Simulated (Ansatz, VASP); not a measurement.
# Hf5Ta in VASP and in Ansatz

```
Ta Hf
1.0
     3.11897    0.00000    0.00000
     0.00000    4.94206    0.00000
     0.00000    0.00000   22.30260
Ta Hf
1 5
Cartesian
  2.3392 3.7065 8.0993
  0.7797 1.2355 8.9818
  0.7797 3.7065 10.6459
  2.3392 1.2355 11.6567
  2.3392 3.7065 13.3208
  0.7797 1.2355 14.2033
```

Alike in both runs: task single point; functional LDA; k mesh 12 × 8 × 1; occupations fermi-dirac, width 0.05 eV; no spin polarisation.

```csv
,VASP,Ansatz
version,VASP 6.6.1,Ansatz 0.2.0
potentials or method,"VASP PAW LDA potentials, release 64 (Ta_pv, Hf_pv), cutoff 520 eV","all-electron LAPW, scalar-relativistic"
```

Ansatz gave:

* rms of the force components (eV/Å): 0.413

Q: Which values does VASP return?

A: rms of the force components (eV/Å): 0.414.

LDA's correlation is that of Perdew and Zunger in VASP and of Perdew and Wang (1992) in Ansatz. Atom by atom the forces differ by 0.005 eV/Å (rms over components). Ansatz ran all-electron here, and VASP with PAW potentials.

Neither program's run includes spin-orbit coupling.
